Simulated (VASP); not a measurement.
# PbF2 in VASP: further runs, part 2 of 2

VASP 6.6.1. The steps go on from the part before.

### 4 Electric field gradients, LDA (equal xy, yz and zx shear strains of +1 %)

Contents of INCAR:

```
SYSTEM = PbF2
PREC     = Accurate       ! precision mode
ENCUT    = 520            ! plane-wave cutoff, eV
EDIFF    = 1E-8           ! SCF threshold, eV
ISMEAR   = -1             ! smearing method
SIGMA    = 0.03           ! smearing width, eV
LREAL    = .FALSE.        ! projectors in reciprocal space
LASPH    = .TRUE.         ! aspherical terms in the spheres
NELM     = 80             ! most SCF steps
ALGO     = Normal         ! electronic algorithm
ISIF     = 2              ! what is computed and relaxed
LWAVE    = .FALSE.        ! write WAVECAR
LCHARG   = .FALSE.        ! write CHGCAR
LEFG     = .TRUE.       
NBANDS   = 21             ! bands
```

Contents of KPOINTS:

```
Automatic mesh
0
G
  7 7 7
  0 0 0
```

Contents of POSCAR:

```
PbF2
1.0
    0.0296985000      2.9846992500      2.9846992500
    2.9846992500      0.0296985000      2.9846992500
    2.9846992500      2.9846992500      0.0296985000
Pb F
1 2
Direct
    0.0000000000      0.0000000000      0.0000000000
    0.2500000000      0.2500000000      0.2500000000
    0.7500000000      0.7500000000      0.7500000000
```

Potentials or basis: VASP PAW LDA potentials, release 64 (Pb_d, F).

Run with:

```console
$ cat potpaw_LDA.64/Pb_d/POTCAR potpaw_LDA.64/F/POTCAR > POTCAR
$ mpirun -np 1 vasp_std > vasp.out
```

OUTCAR:

```text
SYSTEM = PbF2
   PREC = Accurate
   ENCUT = 520
   EDIFF = 1E-8
   ISMEAR = -1
   LREAL = .FALSE.
   LASPH = .TRUE.
   NELM = 80
   ISIF = 2

 ion  position               nearest neighbor table
   1  0.000  0.000  0.000-   3 2.56   3 2.56   3 2.56   2 2.56   2 2.56   2 2.56   3 2.60   2 2.60

   2  0.250  0.250  0.250-   1 2.56   1 2.56   1 2.56   1 2.60
   3  0.750  0.750  0.750-   1 2.56   1 2.56   1 2.56   1 2.60

  LATTYP: Found a trigonal (rhomboedric) cell.
 ALAT       =     4.2211066353
 COS(alpha) =     0.5099250056

  Lattice vectors:

[... 794 lines left out ...]

  energy  without entropy=      -15.9053041994  energy(sigma->0) =      -15.90530420

 Electric field gradients (V/A^2)
---------------------------------------------------------------------
 ion       V_xx      V_yy      V_zz      V_xy      V_xz      V_yz
---------------------------------------------------------------------
   1      -0.000    -0.000    -0.000     9.997     9.997     9.997
   2       0.000    -0.000    -0.000    -0.292    -0.292    -0.292
   3       0.000    -0.000     0.000    -0.292    -0.292    -0.292
---------------------------------------------------------------------

 Electric field gradients after diagonalization (V/A^2)
 (convention: |V_zz| > |V_xx| > |V_yy|)
----------------------------------------------------------------------
 ion       V_xx      V_yy      V_zz     asymmetry (V_yy - V_xx)/ V_zz
----------------------------------------------------------------------
   1      -9.997    -9.997    19.993       0.000
   2       0.292     0.292    -0.583       0.000
   3       0.292     0.292    -0.583       0.000
----------------------------------------------------------------------

           NMR quadrupolar parameters

 Cq : quadrupolar parameter    Cq=e*Q*V_zz/h
 eta: asymmetry parameters     (V_yy - V_xx)/ V_zz
 Q  : nuclear electric quadrupole moment in mb (millibarn)
----------------------------------------------------------------------
 ion       Cq(MHz)       eta       Q (mb)
----------------------------------------------------------------------
   1       0.048       0.000       1.000
   2      -0.001       0.000       1.000
   3      -0.001       0.000       1.000
----------------------------------------------------------------------
```

Wall time 14 s (1 thread of Intel Xeon 6975P-C (Granite Rapids), shared host); peak memory 0.18 GiB.

What came out:

* Free energy: -15.9053 eV
* Pressure: -4.9 GPa
* Largest force: 0.030 eV/Å
* Band gap on the k mesh: 4.25 eV, indirect (least direct gap 4.48 eV)

Forces in eV/Å, atoms in the order of the input:
```
Pb   0.000  0.000  0.000
F   -0.017 -0.017 -0.017
F    0.017  0.017  0.017
```

Stress tensor (GPa, compression positive):
```
-4.90 -0.27 -0.27
-0.27 -4.90 -0.27
-0.27 -0.27 -4.90
```

Electric field gradients, principal values (V/Å²):
```csv
atom,least,middle,greatest (by size)
1 Pb,-9.997,-9.997,19.993
2 F,0.292,0.292,-0.583
3 F,0.292,0.292,-0.583
```

Caveat: the cell differs from its parent crystal (equal xy, yz and zx shear strains of +1 %); without QUAD_EFG the Cq values of the log hold for a quadrupole moment of 1 mb, not for the nuclei; spin-orbit coupling is left out, which moves the levels of the heavy elements.

### 5 Electric field gradients, LDA (equal xy, yz and zx shear strains of +2 %)

Contents of INCAR:

```
SYSTEM = PbF2
  PREC = Accurate
  ENCUT = 520
  EDIFF = 1E-8
  ISMEAR = -1
  SIGMA = 0.03
  LREAL = .FALSE.
  LASPH = .TRUE.
  NELM = 80
  ALGO = Normal
  ISIF = 2
  LWAVE = .FALSE.
  LCHARG = .FALSE.
  LEFG = .TRUE.
  NBANDS = 21
```

KPOINTS is that of step 4.

Contents of POSCAR:

```
PbF2
1.0
    0.0593970000      2.9995485000      2.9995485000
    2.9995485000      0.0593970000      2.9995485000
    2.9995485000      2.9995485000      0.0593970000
Pb F
1 2
Direct
    0.0000000000      0.0000000000      0.0000000000
    0.2500000000      0.2500000000      0.2500000000
    0.7500000000      0.7500000000      0.7500000000
```

Potentials or basis: VASP PAW LDA potentials, release 64 (Pb_d, F).

Run with:

```console
$ cat potpaw_LDA.64/Pb_d/POTCAR potpaw_LDA.64/F/POTCAR > POTCAR
$ mpirun -np 1 vasp_std > vasp.out
```

OUTCAR:

```text
SYSTEM = PbF2
   PREC = Accurate
   ENCUT = 520
   EDIFF = 1E-8
   ISMEAR = -1
   LREAL = .FALSE.
   LASPH = .TRUE.
   NELM = 80
   ISIF = 2

 ion  position               nearest neighbor table
   1  0.000  0.000  0.000-   3 2.55   3 2.55   3 2.55   2 2.55   2 2.55   2 2.55   3 2.62   2 2.62

   2  0.250  0.250  0.250-   1 2.55   1 2.55   1 2.55   1 2.62
   3  0.750  0.750  0.750-   1 2.55   1 2.55   1 2.55   1 2.62

  LATTYP: Found a trigonal (rhomboedric) cell.
 ALAT       =     4.2424179911
 COS(alpha) =     0.5197000882

  Lattice vectors:

 A1 = (   0.0593970000,   2.9995485000,   2.9995485000)
 A2 = (   2.9995485000,   0.0593970000,   2.9995485000)
 A3 = (   2.9995485000,   2.9995485000,   0.0593970000)

Analysis of symmetry for initial positions (statically):
=====================================================================
 Subroutine PRICEL returns:
 Original cell was already a primitive cell.

 Routine SETGRP: Setting up the symmetry group for a
 trigonal (rhombohedral) supercell.

 Subroutine GETGRP returns: Found 12 space group operations
 (whereof 12 operations were pure point group operations)
 out of a pool of 12 trial point group operations.

The static configuration has the point symmetry D_3d.

Analysis of symmetry for dynamics (positions and initial velocities):
=====================================================================
 Subroutine PRICEL returns:
 Original cell was already a primitive cell.

 Routine SETGRP: Setting up the symmetry group for a
 trigonal (rhombohedral) supercell.

 Subroutine GETGRP returns: Found 12 space group operations
 (whereof 12 operations were pure point group operations)
[... 159 lines left out ...]
  band No.  band energies     occupation
      1     -19.2297      2.00000
      2     -18.5689      2.00000
      3     -12.9000      2.00000
      4     -12.8959      2.00000
      5     -12.8959      2.00000
      6     -12.8269      2.00000
[... 565 lines left out ...]
     20      17.0645      0.00000
     21      17.1539      0.00000

 [... further k-points ...]
[... 5 lines left out ...]
  --------------------------------------------------------------------------------------
  -------------------------------------------------------------------------------------
  Total       -1.5778947     -1.5778947     -1.5778947     -0.1671025     -0.1671025     -0.1671025
  in kB      -48.2707990    -48.2707990    -48.2707990     -5.1119827     -5.1119827     -5.1119827
  external PRESSURE =     -48.2707990 kB  Pullay stress =       0.0000000 kB

 VOLUME and BASIS-vectors are now :
 -----------------------------------------------------------------------------
  energy-cutoff  :      520.00
  volume of cell :       52.37
      direct lattice vectors                 reciprocal lattice vectors
     0.059397000  2.999548500  2.999548500    -0.171726512  0.168392016  0.168392016
     2.999548500  0.059397000  2.999548500     0.168392016 -0.171726512  0.168392016
     2.999548500  2.999548500  0.059397000     0.168392016  0.168392016 -0.171726512

 POSITION                                       TOTAL-FORCE (eV/Angst)
 -----------------------------------------------------------------------------------
      0.00000      0.00000      0.00000         0.000000      0.000000     -0.000000
      1.51462      1.51462      1.51462        -0.031478     -0.031478     -0.031478
      4.54387      4.54387      4.54387         0.031478      0.031478      0.031478
 -----------------------------------------------------------------------------------
    total drift:                                0.000000     -0.000000      0.000000

  FREE ENERGIE OF THE ION-ELECTRON SYSTEM (eV)
  ---------------------------------------------------
  free  energy   TOTEN  =       -15.9018054804 eV

  energy  without entropy=      -15.9018054804  energy(sigma->0) =      -15.90180548

 Electric field gradients (V/A^2)
---------------------------------------------------------------------
 ion       V_xx      V_yy      V_zz      V_xy      V_xz      V_yz
---------------------------------------------------------------------
   1      -0.000     0.000     0.000    19.352    19.352    19.352
   2       0.000    -0.000     0.000    -0.612    -0.612    -0.612
   3       0.000    -0.000     0.000    -0.612    -0.612    -0.612
---------------------------------------------------------------------

 Electric field gradients after diagonalization (V/A^2)
 (convention: |V_zz| > |V_xx| > |V_yy|)
----------------------------------------------------------------------
 ion       V_xx      V_yy      V_zz     asymmetry (V_yy - V_xx)/ V_zz
----------------------------------------------------------------------
   1     -19.352   -19.352    38.703       0.000
   2       0.612     0.612    -1.224       0.000
   3       0.612     0.612    -1.224       0.000
----------------------------------------------------------------------

           NMR quadrupolar parameters

 Cq : quadrupolar parameter    Cq=e*Q*V_zz/h
 eta: asymmetry parameters     (V_yy - V_xx)/ V_zz
 Q  : nuclear electric quadrupole moment in mb (millibarn)
----------------------------------------------------------------------
 ion       Cq(MHz)       eta       Q (mb)
----------------------------------------------------------------------
   1       0.094       0.000       1.000
   2      -0.003       0.000       1.000
   3      -0.003       0.000       1.000
----------------------------------------------------------------------
```

stdout:

```text
POSCAR found type information on POSCAR PbF
 POSCAR found :  2 types and       3 ions
 scaLAPACK will be used
 LDA part: xc-table for (Slater(with rela. corr.)+CA(PZ))
 , standard interpolation
 POSCAR, INCAR and KPOINTS ok, starting setup
 FFT: planning ... GRIDC
 FFT: planning ... GRID_SOFT
 FFT: planning ... GRID
 WAVECAR not read
 entering main loop
ion   1

ion   2

ion   3
```

It took 14 s on 1 thread of Intel Xeon 6975P-C (Granite Rapids), shared host; peak memory 0.18 GiB.

What came out:

```yaml
Free_energy: -15.9018 eV
Pressure: -4.8 GPa
Largest_force: 0.055 eV/Å
Band_gap_on_the_k_mesh: 4.24 eV, indirect (least direct gap 4.48 eV)
```

Forces on the atoms (eV/Å):
```
Pb   0.000  0.000  0.000
F   -0.031 -0.031 -0.031
F    0.031  0.031  0.031
```

Electric field gradients, principal values (V/Å²):
```tsv
atom	least	middle	greatest (by size)
1 Pb	-19.352	-19.352	38.703
2 F	0.612	0.612	-1.224
3 F	0.612	0.612	-1.224
```

Caveat: the cell differs from its parent crystal (equal xy, yz and zx shear strains of +2 %); without QUAD_EFG the Cq values of the log hold for a quadrupole moment of 1 mb, not for the nuclei; spin-orbit coupling is left out, which moves the levels of the heavy elements.

### 6 Summary

| cell | gap on the mesh (eV) | pressure (GPa) | largest force (eV/Å) |
| --- | --- | --- | --- |
| a = 4.221, b = 4.221, c = 4.200 Å, angles 60.2, 60.2, 59.7°, 3 atoms | 4.23 | -5.6 | - |
| a = 4.179 Å, angles 60.7°, 3 atoms | 4.25 | -4.9 | 0.04 |
| a = 4.221 Å, angles 59.3°, 3 atoms | 4.25 | -4.9 | 0.03 |
| a = 4.242 Å, angles 58.7°, 3 atoms | 4.24 | -4.8 | 0.05 |

Alike in all rows: task electric field gradients; level LDA; potentials or basis VASP PAW LDA potentials, release 64 (Pb_d, F); no spin polarisation; k mesh 7 × 7 × 7; cutoff (eV) 520; smearing fermi-dirac 0.03 eV.

Caveats: spin-orbit coupling is left out, which moves the levels of the heavy elements.

Absolute energies hang on the potentials; compare differences alone.
